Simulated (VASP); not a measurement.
# CsPbBr3 (P4/mmm) in VASP: notebook

The runs below take CsPbBr3 through single point, with LDA.

Program: VASP 6.6.1. These are calculated values, not measurements. Logs are shortened: lines on timing, memory, paths and dates and some standing lists are left out, and cuts for length are marked.

## 1. The cell of the first run

It takes space group P4/mmm (No. 123, tetragonal). The conventional cell has a = 5.870 Å, b = 5.870 Å, c = 5.694 Å, α = 90.00°, β = 90.00°, γ = 90.00°. Within 5.4 Å of Cs (site symmetry 4/mmm) lie 12 Br at 4.09 to 4.15 Å and 8 Pb at 5.03 Å. Within 3.8 Å of Pb (site symmetry 4/mmm) lie 6 Br at 2.85 to 2.94 Å. Within 3.9 Å of Br (site symmetry mmm) lie 2 Pb at 2.94 Å. Br (site symmetry 4/mmm) has 2 Pb at 2.85 Å within 3.8 Å.

## 2. Single point, LDA (strain -0.0300 x Voigt [0, 1, 0, 0, 0, 0])

INCAR reads:

```
SYSTEM = CsPbBr3
ALGO = Normal
EDIFF = 1E-6
ENCUT = 520
GGA = CA
ISIF = 2
ISMEAR = 0
LASPH = .True.
LCHARG = .True.
LELF = .True.
LREAL = .False.
LVHAR = .True.
LWAVE = .False.
NBANDS = 30
NELM = 80
PREC = Accurate
SIGMA = 0.05
```

KPOINTS reads:

```
k-points
0
Gamma
  6 6 6
  0 0 0
```

POSCAR reads:

```
CsPbBr3
1.0
    5.8700000000      0.0000000000      0.0000000000
    0.0000000000      5.6939000000      0.0000000000
    0.0000000000      0.0000000000      5.8700000000
Cs Pb Br
1 1 3
Direct
    0.0000000000      0.0000000000      0.0000000000
    0.5000000000      0.5000000000      0.5000000000
    0.0000000000      0.5000000000      0.5000000000
    0.5000000000      0.0000000000      0.5000000000
    0.5000000000      0.5000000000      0.0000000000
```

Potentials or basis: VASP PAW LDA potentials, release 64 (Cs_sv, Pb_d, Br).

On the command line:

```console
$ cat potpaw_LDA.64/Cs_sv/POTCAR potpaw_LDA.64/Pb_d/POTCAR potpaw_LDA.64/Br/POTCAR > POTCAR
$ mpirun -np 1 vasp_std > vasp.out
```

OUTCAR:

```text
SYSTEM = CsPbBr3
   EDIFF = 1E-6
   ENCUT = 520
   GGA = CA
   ISIF = 2
   ISMEAR = 0
   LASPH = .True.
   LREAL = .False.
   NELM = 80
   PREC = Accurate

 ion  position               nearest neighbor table
   1  0.000  0.000  0.000-
   2  0.500  0.500  0.500-   4 2.85   4 2.85   5 2.94   5 2.94   3 2.94   3 2.94
   3  0.000  0.500  0.500-   2 2.94   2 2.94
   4  0.500  0.000  0.500-   2 2.85   2 2.85
   5  0.500  0.500  0.000-   2 2.94   2 2.94

  LATTYP: Found a simple tetragonal cell.
 ALAT       =     5.8700000000
 C/A-ratio  =     0.9700000000

  Lattice vectors:

 A1 = (  -5.8700000000,   0.0000000000,   0.0000000000)
 A2 = (   0.0000000000,   0.0000000000,   5.8700000000)
 A3 = (   0.0000000000,   5.6939000000,   0.0000000000)

Analysis of symmetry for initial positions (statically):
=====================================================================
 Subroutine PRICEL returns:
 Original cell was already a primitive cell.

 Routine SETGRP: Setting up the symmetry group for a
 simple tetragonal supercell.

 Subroutine GETGRP returns: Found 16 space group operations
 (whereof 16 operations were pure point group operations)
 out of a pool of 16 trial point group operations.

The static configuration has the point symmetry D_4h.

Analysis of symmetry for dynamics (positions and initial velocities):
=====================================================================
 Subroutine PRICEL returns:
 Original cell was already a primitive cell.

 Routine SETGRP: Setting up the symmetry group for a
 simple tetragonal supercell.

 Subroutine GETGRP returns: Found 16 space group operations
 (whereof 16 operations were pure point group operations)
 out of a pool of 16 trial point group operations.

The dynamic configuration has the point symmetry D_4h.

 Subroutine INISYM returns: Found 16 space group operations
 (whereof 16 operations are pure point group operations),
 and found     1 'primitive' translations

----------------------------------------------------------------------------------------

                                     Primitive cell

  volume of cell :     196.1941

  direct lattice vectors                    reciprocal lattice vectors
     5.870000000  0.000000000  0.000000000     0.170357751  0.000000000  0.000000000
     0.000000000  5.693900000  0.000000000     0.000000000  0.175626548  0.000000000
     0.000000000  0.000000000  5.870000000     0.000000000  0.000000000  0.170357751

  length of vectors
     5.870000000  5.693900000  5.870000000     0.170357751  0.175626548  0.170357751

  position of ions in fractional coordinates (direct lattice)
     0.000000000  0.000000000  0.000000000
     0.500000000  0.500000000  0.500000000
     0.000000000  0.500000000  0.500000000
     0.500000000  0.000000000  0.500000000
     0.500000000  0.500000000  0.000000000

  ion indices of the primitive-cell ions
   primitive index   ion index
                 1           1
                 2           2
                 3           3
                 4           4
                 5           5

----------------------------------------------------------------------------------------

 KPOINTS: k-points

Automatic generation of k-mesh.
 Grid dimensions read from file:
 generate k-points for:    6    6    6

 Generating k-lattice:

  Cartesian coordinates                     Fractional coordinates (reciprocal lattice)
     0.028392959  0.000000000  0.000000000     0.166666667  0.000000000  0.000000000
     0.000000000  0.029271091  0.000000000     0.000000000  0.166666667  0.000000000
     0.000000000  0.000000000  0.028392959     0.000000000  0.000000000  0.166666667

  Length of vectors
     0.028392959  0.029271091  0.028392959

  Shift w.r.t. Gamma in fractional coordinates (k-lattice)
     0.000000000  0.000000000  0.000000000

 Subroutine IBZKPT returns following result:
 ===========================================

 Found     40 irreducible k-points:

 Following reciprocal coordinates:
            Coordinates               Weight
  0.000000  0.000000  0.000000      1.000000
  0.166667  0.000000  0.000000      4.000000
  0.333333  0.000000  0.000000      4.000000
  0.500000  0.000000  0.000000      2.000000
  0.000000  0.166667  0.000000      2.000000
  0.166667  0.166667  0.000000      8.000000
[... 16 lines left out ...]
  0.166667  0.333333  0.166667      8.000000
  0.333333  0.333333  0.166667     16.000000
 [... further k-points ...]
   k-points           NKPTS =     40   k-points in BZ     NKDIM =     40   number of bands    NBANDS=     30
   number of dos      NEDOS =    301   number of ions     NIONS =      5
   total plane-waves  NPLWV =  96768
   dimension x,y,z NGX =    48 NGY =   42 NGZ =   48
   dimension x,y,z NGXF=    96 NGYF=   84 NGZF=   96
   ions per type =               1   1   3
   NGX,Y,Z   is equivalent  to a cutoff of  13.59, 12.26, 13.59 a.u.
   NGXF,Y,Z  is equivalent  to a cutoff of  27.19, 24.53, 27.19 a.u.
 SYSTEM =  CsPbBr3
   PREC   = accura    normal or accurate (medium, high low for compatibility)
   ISTART =      0    job   : 0-new  1-cont  2-samecut
   ICHARG =      2    charge: 1-file 2-atom 10-const
   ISPIN  =      1    spin polarized calculation?
   LNONCOLLINEAR =      F non collinear calculations
   LSORBIT =      F    spin-orbit coupling
   LASPH  =      T    aspherical Exc in radial PAW
   ENCUT  =  520.0 eV  38.22 Ry    6.18 a.u.  10.91 10.59 10.91*2*pi/ulx,y,z
   NELM   =     80;   NELMIN=  2; NELMDL= -5     # of ELM steps
   EDIFF  = 0.1E-05   stopping-criterion for ELM
   LREAL  =      F    real-space projection
   EDIFFG = 0.1E-04   stopping-criterion for IOM
   NSW    =      0    number of steps for IOM
   IBRION =     -1    ionic relax: 0-MD 1-quasi-New 2-CG
   NFREE  =      0    steps in history (QN), initial steepest desc. (CG)
   ISIF   =      2    stress and relaxation
   ISYM   =      2    0-nonsym 1-usesym 2-fastsym
   POTIM  = 0.5000    time-step for ionic-motion
   TEBEG  =    0.0;   TEEND  =   0.0 temperature during run
   PSTRESS=    0.0 pullay stress
   NELECT =      44.0000    total number of electrons
   NUPDOWN=      -1.0000    fix difference up-down
   EMIN   =  10.00;   EMAX   =-10.00  energy-range for DOS
   EFERMI =   0.00;   METHOD = LEGACY
   ISMEAR =     0;   SIGMA  =   0.05  broadening in eV -4-tet -1-fermi 0-gaus
   EFERMI_NEDOS =   21; number of points for ismear=-14 and -15
   IALGO  =     38    algorithm
   IMIX   =      4    mixing-type and parameters
     AMIX     =   0.40;   BMIX     =  1.00
     AMIX_MAG =   1.60;   BMIX_MAG =  1.00
  volume/ion in A,a.u.               =      39.24       264.80
  Fermi-wavevector in a.u.,A,eV,Ry     =   0.994635  1.879587 13.460225  0.989299
  Thomas-Fermi vector in A             =   2.126600
   LORBIT       =      0    0 simple, 1 ext, 2 COOP (PROOUT), +10 PAW based schemes
   GGA     = CA    functional components
   LHFCALC =     F    Hartree Fock is set to
   AEXX    =    0.0000 exact exchange contribution
   IVDW    =     0    specifies the selected vdW correction
   LEPSILON=     F    determine dielectric tensor
   LRPA    =     F    only Hartree local field effects (RPA)
 non-spin polarized calculation
 Gauss-broadening in eV      SIGMA  =   0.05
  energy-cutoff  :      520.00
  volume of cell :      196.19
 maximum number of plane-waves:      5328
 NGX is ok and might be reduce to    48
   NGX = 21   NGY = 21   NGZ = 21

 number of electron      44.0000001 magnetization

 Free energy of the ion-electron system (eV)
  ---------------------------------------------------
  ext. energy  EPLUGINS =         0.00000000
  ---------------------------------------------------
  free energy    TOTEN  =       -17.82043190 eV

  energy without entropy =      -17.82043190  energy(sigma->0) =      -17.82043190

 E-fermi :   1.7710     XC(G=0):  -8.1838

 val. band max:        1.5370677603   @ k =   0.5000   0.5000   0.5000
 cond. band min:       2.6752583848   @ k =   0.5000   0.5000   0.5000
 fundamental gap:      1.1381906246
 Fermi energy:         1.7709999242

 k-point     1 :       0.0000    0.0000    0.0000
  band No.  band energies     occupation
      1     -20.0100      2.00000
      2     -15.5028      2.00000
      3     -15.4445      2.00000
      4     -15.2642      2.00000
      5     -15.2597      2.00000
      6     -15.2597      2.00000
[... 22 lines left out ...]
     29       7.2851      0.00000
     30       7.2862      0.00000

 k-point     2 :       0.1667    0.0000    0.0000
  band No.  band energies     occupation
      1     -20.0096      2.00000
      2     -15.4999      2.00000
      3     -15.4312      2.00000
      4     -15.2645      2.00000
      5     -15.2600      2.00000
      6     -15.2597      2.00000
[... 22 lines left out ...]
     29       6.4064      0.00000
     30       7.2200      0.00000

 k-point     3 :       0.3333    0.0000    0.0000
  band No.  band energies     occupation
      1     -20.0090      2.00000
      2     -15.4966      2.00000
      3     -15.4017      2.00000
      4     -15.2650      2.00000
      5     -15.2605      2.00000
      6     -15.2597      2.00000
[... 22 lines left out ...]
     29       6.6991      0.00000
     30       7.3045      0.00000

 k-point     4 :       0.5000    0.0000    0.0000
  band No.  band energies     occupation
      1     -20.0087      2.00000
      2     -15.4956      2.00000
      3     -15.3860      2.00000
      4     -15.2653      2.00000
      5     -15.2608      2.00000
      6     -15.2597      2.00000
[... 22 lines left out ...]
     29       6.9355      0.00000
     30       7.4625      0.00000

 k-point     5 :       0.0000    0.1667    0.0000
  band No.  band energies     occupation
      1     -20.0095      2.00000
      2     -15.4759      2.00000
      3     -15.4444      2.00000
      4     -15.2642      2.00000
      5     -15.2601      2.00000
      6     -15.2601      2.00000
[... 22 lines left out ...]
     29       6.8806      0.00000
     30       7.2069      0.00000
[... 526 lines left out ...]
     29       6.8838      0.00000
     30       7.1879      0.00000

 k-point    22 :       0.5000    0.1667    0.1667
  band No.  band energies     occupation
      1     -20.0080      2.00000
      2     -15.4623      2.00000
      3     -15.3728      2.00000
      4     -15.2655      2.00000
      5     -15.2612      2.00000
      6     -15.2604      2.00000
[... 22 lines left out ...]
     29       6.9909      0.00000
     30       7.3007      0.00000

 k-point    23 :       0.1667    0.3333    0.1667
  band No.  band energies     occupation
      1     -20.0081      2.00000
      2     -15.4186      2.00000
      3     -15.4109      2.00000
      4     -15.2647      2.00000
      5     -15.2613      2.00000
      6     -15.2613      2.00000
[... 22 lines left out ...]
     29       6.7858      0.00000
     30       7.2826      0.00000

 k-point    24 :       0.3333    0.3333    0.1667
  band No.  band energies     occupation
      1     -20.0076      2.00000
      2     -15.4132      2.00000
      3     -15.3800      2.00000
      4     -15.2653      2.00000
      5     -15.2618      2.00000
      6     -15.2613      2.00000
[... 22 lines left out ...]
     29       7.1828      0.00000
     30       7.2594      0.00000

 [... further k-points ...]

------------------------ aborting loop because EDIFF is reached ----------------------------------------

  FORCE on cell =-STRESS in cart. coord.  units (eV):
  Direction    XX          YY          ZZ          XY          YZ          ZX
  --------------------------------------------------------------------------------------
  -------------------------------------------------------------------------------------
  Total       -1.1659399      0.8232016     -1.1659399     -0.0000000      0.0000000      0.0000000
  in kB       -9.5213979      6.7224993     -9.5213979     -0.0000000      0.0000000      0.0000000
  external PRESSURE =      -4.1067655 kB  Pullay stress =       0.0000000 kB

 VOLUME and BASIS-vectors are now :
 -----------------------------------------------------------------------------
  energy-cutoff  :      520.00
  volume of cell :      196.19
      direct lattice vectors                 reciprocal lattice vectors
     5.870000000  0.000000000  0.000000000     0.170357751  0.000000000  0.000000000
     0.000000000  5.693900000  0.000000000     0.000000000  0.175626548  0.000000000
     0.000000000  0.000000000  5.870000000     0.000000000  0.000000000  0.170357751

 POSITION                                       TOTAL-FORCE (eV/Angst)
 -----------------------------------------------------------------------------------
      0.00000      0.00000      0.00000         0.000000      0.000000      0.000000
      2.93500      2.84695      2.93500         0.000000      0.000000      0.000000
      0.00000      2.84695      2.93500         0.000000      0.000000      0.000000
      2.93500      0.00000      2.93500         0.000000      0.000000      0.000000
      2.93500      2.84695      0.00000         0.000000      0.000000      0.000000
 -----------------------------------------------------------------------------------
    total drift:                                0.000000     -0.000000     -0.000000

  FREE ENERGIE OF THE ION-ELECTRON SYSTEM (eV)
  ---------------------------------------------------
  free  energy   TOTEN  =       -17.8204319048 eV

  energy  without entropy=      -17.8204319048  energy(sigma->0) =      -17.82043190
```

Run time: 3.6 min. Hardware: 1 thread of Intel Xeon 6975P-C, shared host; peak memory 0.4 GiB.

Results:

```yaml
Free_energy: -17.8204 eV
Pressure: -0.4 GPa
Band_gap_on_the_k_mesh: 1.14 eV, direct
```

Levels at points of the mesh, in eV from the valence-band top:
```
           k point  band 20  band 21  band 22  band 23  band 24  band 25
(0.00, 0.00, 0.00)    -2.26    -2.25    -2.25     2.49     3.58     3.65
(0.50, 0.00, 0.00)    -2.39    -2.38    -1.64     2.33     3.98     4.60
(0.00, 0.50, 0.00)    -2.39    -2.39    -1.40     2.44     4.10     4.64
(0.50, 0.50, 0.00)    -2.47    -1.86    -0.70     1.72     1.95     4.51
(0.50, 0.00, 0.50)    -2.48    -1.90    -0.91     1.83     1.83     4.79
(0.50, 0.50, 0.50)    -1.85    -1.85     0.00     1.14     1.14     1.37
```

Caveat: the cell differs from its parent crystal (strain -0.0300 x Voigt [0, 1, 0, 0, 0, 0]); spin-orbit coupling is left out, which moves the levels of the heavy elements. A k mesh can miss the band edges.

## 3. Single point, LDA (strain +0.0150 x Voigt [0, 1, 0, 0, 0, 0])

INCAR reads:

```
PREC = Accurate
ENCUT = 520
EDIFF = 1E-6
ISMEAR = 0
SIGMA = 0.05
LREAL = False
LASPH = True
NELM = 80
ALGO = Normal
ISIF = 2
LWAVE = False
LCHARG = False
NBANDS = 30
```

KPOINTS reads:

```
regular mesh
0
Gamma
  6 6 6
```

POSCAR, as its differences from that of step 2:

```diff
@@ -3,3 +3,3 @@
     5.8700000000      0.0000000000      0.0000000000
-    0.0000000000      5.6939000000      0.0000000000
+    0.0000000000      5.9580500000      0.0000000000
     0.0000000000      0.0000000000      5.8700000000
```

Potentials or basis: VASP PAW LDA potentials, release 64 (Cs_sv, Pb_d, Br).

On the command line:

```console
$ cat potpaw_LDA.64/Cs_sv/POTCAR potpaw_LDA.64/Pb_d/POTCAR potpaw_LDA.64/Br/POTCAR > POTCAR
$ mpirun -np 1 vasp_std > vasp.out
```

OUTCAR:

```text
PREC = Accurate
   ENCUT = 520
   EDIFF = 1E-6
   ISMEAR = 0
   LREAL = False
   LASPH = True
   NELM = 80
   ISIF = 2

 ion  position               nearest neighbor table
   1  0.000  0.000  0.000-
   2  0.500  0.500  0.500-   3 2.94   5 2.94   5 2.94   3 2.94   4 2.98   4 2.98
   3  0.000  0.500  0.500-   2 2.94   2 2.94
   4  0.500  0.000  0.500-   2 2.98   2 2.98
   5  0.500  0.500  0.000-   2 2.94   2 2.94

  LATTYP: Found a simple tetragonal cell.
 ALAT       =     5.8700000000
 C/A-ratio  =     1.0150000000
[... 993 lines left out ...]
  --------------------------------------------------------------------------------------
  -------------------------------------------------------------------------------------
  Total       -1.5299812     -2.2947290     -1.5299812     -0.0000000      0.0000000      0.0000000
  in kB      -11.9403303    -17.9086003    -11.9403303     -0.0000000      0.0000000      0.0000000
  external PRESSURE =     -13.9297536 kB  Pullay stress =       0.0000000 kB

 VOLUME and BASIS-vectors are now :
 -----------------------------------------------------------------------------
  energy-cutoff  :      520.00
  volume of cell :      205.30
      direct lattice vectors                 reciprocal lattice vectors
     5.870000000  0.000000000  0.000000000     0.170357751  0.000000000  0.000000000
     0.000000000  5.958050000  0.000000000     0.000000000  0.167840149  0.000000000
     0.000000000  0.000000000  5.870000000     0.000000000  0.000000000  0.170357751

 POSITION                                       TOTAL-FORCE (eV/Angst)
 -----------------------------------------------------------------------------------
      0.00000      0.00000      0.00000         0.000000      0.000000      0.000000
      2.93500      2.97903      2.93500         0.000000      0.000000      0.000000
      0.00000      2.97903      2.93500         0.000000      0.000000      0.000000
      2.93500      0.00000      2.93500         0.000000      0.000000      0.000000
      2.93500      2.97903      0.00000         0.000000      0.000000      0.000000
 -----------------------------------------------------------------------------------
    total drift:                                0.000000     -0.000000     -0.000000

  FREE ENERGIE OF THE ION-ELECTRON SYSTEM (eV)
  ---------------------------------------------------
  free  energy   TOTEN  =       -17.7833472087 eV

  energy  without entropy=      -17.7833472087  energy(sigma->0) =      -17.78334721
```

OSZICAR:

```text
N       E                     dE             d eps       ncg     rms          rms(c)
DAV:   1     0.386436241380E+03    0.38644E+03   -0.18585E+04  2400   0.130E+03
DAV:   2     0.304591791271E+02   -0.35598E+03   -0.33924E+03  2790   0.298E+02
DAV:   3    -0.166213215128E+02   -0.47081E+02   -0.46520E+02  3072   0.116E+02
DAV:   4    -0.183128251334E+02   -0.16915E+01   -0.16869E+01  3010   0.276E+01
DAV:   5    -0.183642602428E+02   -0.51435E-01   -0.51425E-01  3016   0.446E+00    0.413E+00
DAV:   6    -0.178484840574E+02    0.51578E+00   -0.80245E-01  3646   0.870E+00    0.244E+00
DAV:   7    -0.177868251483E+02    0.61659E-01   -0.35686E-01  3618   0.333E+00    0.953E-01
DAV:   8    -0.177845035312E+02    0.23216E-02   -0.47437E-02  3170   0.162E+00    0.156E-01
DAV:   9    -0.177833438900E+02    0.11596E-02   -0.62370E-03  3686   0.609E-01    0.863E-02
DAV:  10    -0.177833459035E+02   -0.20135E-05   -0.50739E-04  2858   0.134E-01    0.299E-02
DAV:  11    -0.177833485673E+02   -0.26638E-05   -0.73469E-05  3456   0.567E-02    0.899E-03
DAV:  12    -0.177833473117E+02    0.12556E-05   -0.78001E-06  3270   0.249E-02    0.413E-03
DAV:  13    -0.177833472087E+02    0.10293E-06   -0.60022E-07  1930   0.518E-03
   1 F= -.17783347E+02 E0= -.17783347E+02  d E =-.705710E-18
```

stdout:

```text
POSCAR found type information on POSCAR CsPbBr
 POSCAR found :  3 types and       5 ions
 scaLAPACK will be used
 LDA part: xc-table for (Slater(with rela. corr.)+CA(PZ))
 , standard interpolation
 POSCAR, INCAR and KPOINTS ok, starting setup
 FFT: planning ... GRIDC
 FFT: planning ... GRID_SOFT
 FFT: planning ... GRID
 WAVECAR not read
 entering main loop
```

It took 3.9 min on 1 thread of Intel Xeon 6975P-C, shared host; peak memory 0.42 GiB.

Results:

* Free energy: -17.7833 eV
* Pressure: -1.4 GPa
* Band gap on the k mesh: 1.35 eV, direct

Caveat: the cell differs from its parent crystal (strain +0.0150 x Voigt [0, 1, 0, 0, 0, 0]); spin-orbit coupling is left out, which moves the levels of the heavy elements. A k mesh can miss the band edges.
